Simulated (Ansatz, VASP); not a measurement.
## One calculation of Sn, two programs

The input POSCAR:

```
Sn
1.0
    0.0000000000      3.2500454945      3.2500454945
    3.2500454945      0.0000000000      3.2500454945
    3.2500454945      3.2500454945      0.0000000000
Sn
2
Direct
    0.0000000000      0.0000000000      0.0000000000
    0.2500000000      0.2500000000      0.2500000000
```

INCAR.step1

```
SYSTEM = Sn
  ALGO = Normal
  EDIFF = 1E-4
  ENCUT = 520
  GGA = PE
  ISMEAR = 0
  LASPH = .TRUE.
  LCHARG = .FALSE.
  LREAL = .FALSE.
  LWAVE = .TRUE.
  NBANDS = 21
  NELM = 80
  PREC = Accurate
  SIGMA = 0.1
```

File INCAR.step2:

```
SYSTEM = Sn
  ALGO = Normal
  EDIFF = 1E-7
  ENCUT = 520
  ISIF = 2
  ISMEAR = 0
  ISTART = 1
  LASPH = .TRUE.
  LCHARG = .FALSE.
  LMIXTAU = .TRUE.
  LREAL = .FALSE.
  LWAVE = .FALSE.
  METAGGA = R2SCAN
  NBANDS = 21
  NELM = 80
  PREC = Accurate
  SIGMA = 0.1
```

File KPOINTS:

```
k-points
0
G
  12 12 12
  0 0 0
```

Input for Ansatz:

```yaml
crystal:
  lattice:
    - [0.0, 3.2500454945, 3.2500454945]
    - [3.2500454945, 0.0, 3.2500454945]
    - [3.2500454945, 3.2500454945, 0.0]
  atoms:
    - { symbol: Sn, position: [0.0, 0.0, 0.0] }
    - { symbol: Sn, position: [0.25, 0.25, 0.25] }
basis:
  ecutwfc: 500
kpoints:
  mp_grid: { grid: [12, 12, 12] }
hamiltonian:
  xc: r2scan
scf:
  occupations: { method: gaussian, width: 0.1 }
output:
  forces: true
  stress: true
  eigenvalues: true
```

Alike in both runs: task single point; functional r2SCAN; k mesh 12 × 12 × 12; occupations gaussian, width 0.1 eV; no spin polarisation.

|  | VASP | Ansatz |
| --- | --- | --- |
| version | VASP 6.6.1 | Ansatz 0.2.0 |
| potentials or method | VASP PAW PBE potentials, release 64 (Sn_d), cutoff 520 eV | scalar-relativistic, plane waves, PAW |
| valence electrons in the cell | 28 | 28 |

```tsv
	VASP	Ansatz	Ansatz less VASP
gap on the k mesh at the Fermi level (eV)	none	none	-
pressure (GPa)	1.4	1.4	+0.03
```

VASP's potentials were made for PBE, not for r2SCAN. A gap of «none» marks a metal or a gap that the smearing closes.
